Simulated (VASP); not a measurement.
Wanted: the native input for a VASP 6.6.1 run.

* Task: single point
* Functional: PBEsol
* Potentials or basis: VASP PAW PBE potentials, release 64 (Hf_pv, B)
* Cutoff: 520 eV
* k mesh: 13 × 13 × 11
* Occupations: fermi-dirac, width 0.05 eV
* Spin: no spin polarisation
* Dipole correction: no
* Further INCAR settings: ALGO = Normal; EDIFF = 1e-06; NBANDS = 15

The structure of HfB2 lies in POSCAR:

```
HfB2
1.0
    3.2342001035      0.0000000000      0.0000000000
   -1.6171000518      2.8008994505      0.0000000000
    0.0000000000      0.0000000000      3.4800000000
Hf B
1 2
Direct
    0.0000000000      0.0000000000      0.0000000000
    0.3333333333      0.6666666667      0.5000000000
    0.6666666667      0.3333333333      0.5000000000
```

This cell differs from its parent crystal: equal xx and yy strain of +3 %.

These files were run (other wordings do the same):

INCAR

```
ALGO = Normal
EDIFF = 1E-6
ENCUT = 520
GGA = PS
ISIF = 2
ISMEAR = -1
LASPH = True
LCHARG = False
LREAL = False
LWAVE = False
NBANDS = 15
NELM = 100
PREC = Accurate
SIGMA = 0.05
```

KPOINTS

```
k-points
0
Gamma
  13 13 11
```

Potentials or basis: VASP PAW PBE potentials, release 64 (Hf_pv, B).

Run with:

```console
$ cat potpaw_PBE.64/Hf_pv/POTCAR potpaw_PBE.64/B/POTCAR > POTCAR
$ mpirun -np 1 vasp_std > vasp.out
```

Results of the run:

| Property | Result |
| --- | --- |
| Pressure | -18.0 GPa |
| Band gap on the k mesh | zero (band 8 reaches 7.76 eV, above the bottom of band 9 at 6.75 eV) |

Caveat: the cell differs from its parent crystal (equal xx and yy strain of +3 %); the PAW data sets were made with another functional, which shifts forces and pressure a little; spin-orbit coupling is left out, which moves the levels of the heavy elements.

Run time: 61 s on 1 thread of AMD EPYC 7R13 Processor (Zen 3), with other jobs on the host, peak memory 0.16 GiB.
